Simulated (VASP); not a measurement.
# Rh (Fm-3m) in VASP: further runs

Rh is run at these levels: r2SCAN; tasks: relaxation of cell and atoms, single point.

Everything below comes from runs of VASP 6.6.1. Logs are shortened: lines on timing, memory, paths and dates and some standing lists are left out, and cuts for length are marked.

### Step 1. The cell of the first run

The structure is cubic, space group Fm-3m (No. 225). The conventional cell has a = 3.803 Å, b = 3.803 Å, c = 3.803 Å, α = 90.00°, β = 90.00°, γ = 90.00°. Within 3.5 Å of Rh (site symmetry m-3m) lie 12 Rh at 2.69 Å.

### Step 2. Relaxation of cell and atoms, r2SCAN

Input file POSCAR:

```
Rh
1.0
    0.0000000000      1.9014762304      1.9014762304
    1.9014762304      0.0000000000      1.9014762304
    1.9014762304      1.9014762304      0.0000000000
Rh
1
Direct
    0.0000000000      0.0000000000      0.0000000000
```

Input file INCAR.step1:

```
SYSTEM = Rh
  PREC = Accurate
  ENCUT = 600
  ISMEAR = -1
  SIGMA = 0.08
  LREAL = .FALSE.
  LASPH = .TRUE.
  NELM = 60
  GGA = PE
  ALGO = Normal
  EDIFF = 1E-4
  LWAVE = .TRUE.
  LCHARG = .FALSE.
```

Input file INCAR.step2:

```
SYSTEM = Rh
  PREC = Accurate
  ENCUT = 600
  EDIFF = 1E-7
  ISMEAR = -1
  SIGMA = 0.08
  LREAL = .FALSE.
  LASPH = .TRUE.
  NELM = 60
  ALGO = Normal
  ISIF = 3
  LWAVE = .FALSE.
  LCHARG = .FALSE.
  METAGGA = R2SCAN
  LMIXTAU = .TRUE.
  IBRION = 2
  NSW = 60
  EDIFFG = -0.005
  ISTART = 1
```

Input file KPOINTS:

```
Automatic mesh
0
G
  20 20 20
  0 0 0
```

Potentials or basis: VASP PAW PBE potentials, release 64 (Rh_pv).

On the command line:

```console
> cat potpaw_PBE.64/Rh_pv/POTCAR > POTCAR
> cp INCAR.step1 INCAR
> mpirun -np 1 vasp_std > vasp.out
> cp INCAR.step2 INCAR
> mpirun -np 1 vasp_std > vasp.out
```

OUTCAR:

```text
SYSTEM = Rh
   PREC = Accurate
   ENCUT = 600
   EDIFF = 1E-7
   ISMEAR = -1
   LREAL = .FALSE.
   LASPH = .TRUE.
   NELM = 60
   ISIF = 3
   METAGGA = R2SCAN
   IBRION = 2
   NSW = 60
   EDIFFG = -0.005
   ISTART = 1

 ion  position               nearest neighbor table
   1  0.000  0.000  0.000-

  LATTYP: Found a face centered cubic cell.
 ALAT       =     3.8029524608

  Lattice vectors:

 A1 = (   0.0000000000,   1.9014762304,   1.9014762304)
 A2 = (   1.9014762304,   0.0000000000,   1.9014762304)
 A3 = (   1.9014762304,   1.9014762304,   0.0000000000)

Analysis of symmetry for initial positions (statically):
=====================================================================
 Subroutine PRICEL returns:
 Original cell was already a primitive cell.

 Routine SETGRP: Setting up the symmetry group for a
 face centered cubic supercell.

 Subroutine GETGRP returns: Found 48 space group operations
 (whereof 48 operations were pure point group operations)
 out of a pool of 48 trial point group operations.

The static configuration has the point symmetry O_h .

Analysis of symmetry for dynamics (positions and initial velocities):
=====================================================================
 Subroutine PRICEL returns:
 Original cell was already a primitive cell.

 Routine SETGRP: Setting up the symmetry group for a
 face centered cubic supercell.

 Subroutine GETGRP returns: Found 48 space group operations
 (whereof 48 operations were pure point group operations)
 out of a pool of 48 trial point group operations.

The dynamic configuration has the point symmetry O_h .

 Subroutine INISYM returns: Found 48 space group operations
 (whereof 48 operations are pure point group operations),
 and found     1 'primitive' translations

----------------------------------------------------------------------------------------

                                     Primitive cell

  volume of cell :      13.7500

  direct lattice vectors                    reciprocal lattice vectors
     0.000000000  1.901476230  1.901476230    -0.262953589  0.262953589  0.262953589
     1.901476230  0.000000000  1.901476230     0.262953589 -0.262953589  0.262953589
     1.901476230  1.901476230  0.000000000     0.262953589  0.262953589 -0.262953589

  length of vectors
     2.689093474  2.689093474  2.689093474     0.455448977  0.455448977  0.455448977
[... 96 lines left out ...]
   IALGO  =     38    algorithm
   IMIX   =      4    mixing-type and parameters
     AMIX     =   0.40;   BMIX     =  1.00
     AMIX_MAG =   1.60;   BMIX_MAG =  1.00
  volume/ion in A,a.u.               =      13.75        92.79
  Fermi-wavevector in a.u.,A,eV,Ry     =   1.685276  3.184710 38.642654  2.840155
  Thomas-Fermi vector in A             =   2.768149
   LORBIT       =      0    0 simple, 1 ext, 2 COOP (PROOUT), +10 PAW based schemes
   METAGGA = R2SCAN    functional components
   LHFCALC =     F    Hartree Fock is set to
   AEXX    =    0.0000 exact exchange contribution
   IVDW    =     0    specifies the selected vdW correction
   LEPSILON=     F    determine dielectric tensor
   LRPA    =     F    only Hartree local field effects (RPA)
 conjugate gradient relaxation of ions
 non-spin polarized calculation
  energy-cutoff  :      600.00
  volume of cell :       13.75
 maximum number of plane-waves:       477
 NGX is ok and might be reduce to    24
   NGX = 11   NGY = 11   NGZ = 11

--------------------------------------- Ionic step        1  -------------------------------------------

 number of electron      15.0000002 magnetization

 Free energy of the ion-electron system (eV)
  ---------------------------------------------------
  ext. energy  EPLUGINS =         0.00000000
  ---------------------------------------------------
  free energy    TOTEN  =       -24.15019586 eV

  energy without entropy =      -24.12477992  energy(sigma->0) =      -24.13748789

------------------------ aborting loop because EDIFF is reached ----------------------------------------

  FORCE on cell =-STRESS in cart. coord.  units (eV):
  Direction    XX          YY          ZZ          XY          YZ          ZX
  --------------------------------------------------------------------------------------
  -------------------------------------------------------------------------------------
  Total        0.0545556      0.0545556      0.0545556     -0.0000000     -0.0000000      0.0000000
  in kB        6.3569309      6.3569309      6.3569309     -0.0000000     -0.0000000      0.0000000
  external PRESSURE =       6.3569309 kB  Pullay stress =       0.0000000 kB
[... 57 lines left out ...]
--------------------------------------- Ionic step        3  -------------------------------------------

 number of electron      15.0000002 magnetization

 Free energy of the ion-electron system (eV)
  ---------------------------------------------------
  ext. energy  EPLUGINS =         0.00000000
  ---------------------------------------------------
  free energy    TOTEN  =       -24.15025398 eV

  energy without entropy =      -24.12472985  energy(sigma->0) =      -24.13749191

 E-fermi :  11.6891     XC(G=0): -15.1871

 val. band max:       11.6832514020   @ k =  -0.4000   0.5000   0.1000
 cond. band min:      11.6909977094   @ k =   0.5000   0.4000   0.1000
 fundamental gap:      0.0077463074
 Fermi energy:        11.6890586719

 k-point     1 :       0.0000    0.0000    0.0000
  band No.  band energies     occupation
      1     -36.0878      2.00000
      2     -36.0878      2.00000
      3     -36.0878      2.00000
      4       3.5296      2.00000
      5       8.5335      2.00000
      6       8.5335      2.00000
      7       8.5335      2.00000
      8      10.6261      2.00000
      9      10.6261      2.00000
     10      28.4081      0.00000
     11      29.0917      0.00000
[... 309 lines left out ...]
 k-point    24 :      -0.3500    0.0500    0.0000
  band No.  band energies     occupation
      1     -36.7393      2.00000
      2     -36.1991      2.00000
      3     -36.1731      2.00000
      4       5.6080      2.00000
      5       8.5676      2.00000
      6       8.6523      2.00000
      7      10.1281      2.00000
      8      11.4908      1.84515
      9      12.2893      0.00110
     10      23.6263      0.00000
     11      28.8726      0.00000

 [... further k-points ...]

------------------------ aborting loop because EDIFF is reached ----------------------------------------

  FORCE on cell =-STRESS in cart. coord.  units (eV):
  Direction    XX          YY          ZZ          XY          YZ          ZX
  --------------------------------------------------------------------------------------
  -------------------------------------------------------------------------------------
  Total        0.0032372      0.0032372      0.0032372      0.0000000     -0.0000000      0.0000000
  in kB        0.3763888      0.3763888      0.3763888      0.0000000     -0.0000000      0.0000000
  external PRESSURE =       0.3763888 kB  Pullay stress =       0.0000000 kB
[... 16 lines left out ...]
  FREE ENERGIE OF THE ION-ELECTRON SYSTEM (eV)
  ---------------------------------------------------
  free  energy   TOTEN  =       -24.1502539750 eV

  energy  without entropy=      -24.1247298526  energy(sigma->0) =      -24.13749191

 reached required accuracy - stopping structural energy minimisation
```

OSZICAR.step1:

```text
N       E                     dE             d eps       ncg     rms          rms(c)
DAV:   1     0.124232572403E+03    0.12423E+03   -0.10190E+04  5640   0.163E+03
DAV:   2    -0.615838649411E+01   -0.13039E+03   -0.12516E+03  5767   0.409E+02
DAV:   3    -0.775600572268E+01   -0.15976E+01   -0.15831E+01  6508   0.513E+01
DAV:   4    -0.776560246300E+01   -0.95967E-02   -0.95950E-02  6227   0.411E+00
DAV:   5    -0.776575136897E+01   -0.14891E-03   -0.14890E-03  6396   0.482E-01    0.102E+01
DAV:   6    -0.728719463471E+01    0.47856E+00   -0.11107E+00  5884   0.158E+01    0.355E+00
DAV:   7    -0.727079603568E+01    0.16399E-01   -0.22100E-02  6343   0.193E+00    0.169E+00
DAV:   8    -0.726743953360E+01    0.33565E-02   -0.36697E-03  5836   0.975E-01    0.212E-01
DAV:   9    -0.726729167120E+01    0.14786E-03   -0.10692E-04  3936   0.177E-01    0.121E-02
DAV:  10    -0.726729399553E+01   -0.23243E-05   -0.66158E-06  3026   0.372E-02
   1 F= -.72672940E+01 E0= -.72537483E+01  d E =-.270915E-01
```

It took 3.7 min on 1 thread of Intel Xeon Platinum 8488C (Sapphire Rapids), shared host; peak memory 0.18 GiB.

Results:

```
Free energy                            : -24.1503 eV
Relaxed volume                         : 13.78 Å³/atom
Relaxed cell                           : a = 2.691 Å, b = 2.691 Å, c = 2.691 Å, α = 60.00°, β = 60.00°, γ = 60.00°
Space group after relaxing (to 0.05 Å) : Fm-3m (No. 225)
Energy gained by relaxing              : 0.1 meV/atom
Ionic steps                            : 3
Pressure after relaxing                : 0.0 GPa
```

Final structure:
```
Rh
1.0
     0.00000    1.90286    1.90286
     1.90286    0.00000    1.90286
     1.90286    1.90286    0.00000
Rh
1
Direct
  0.00000 0.00000 0.00000
```

Levels at points of the mesh, in eV from the Fermi level:
```tsv
k point	band 5	band 6	band 7	band 8	band 9	band 10
(0.00, 0.00, 0.00)	-3.16	-3.16	-3.16	-1.06	-1.06	16.72
(0.50, 0.00, 0.00)	-3.27	-3.27	0.59	0.59	0.91	9.07
(0.50, 0.50, 0.00)	-6.15	0.52	1.05	1.05	3.48	12.85
```

Caveat: the PAW data sets were made with another functional, which shifts forces and pressure a little.

(Part 1 of 2 ends here.)
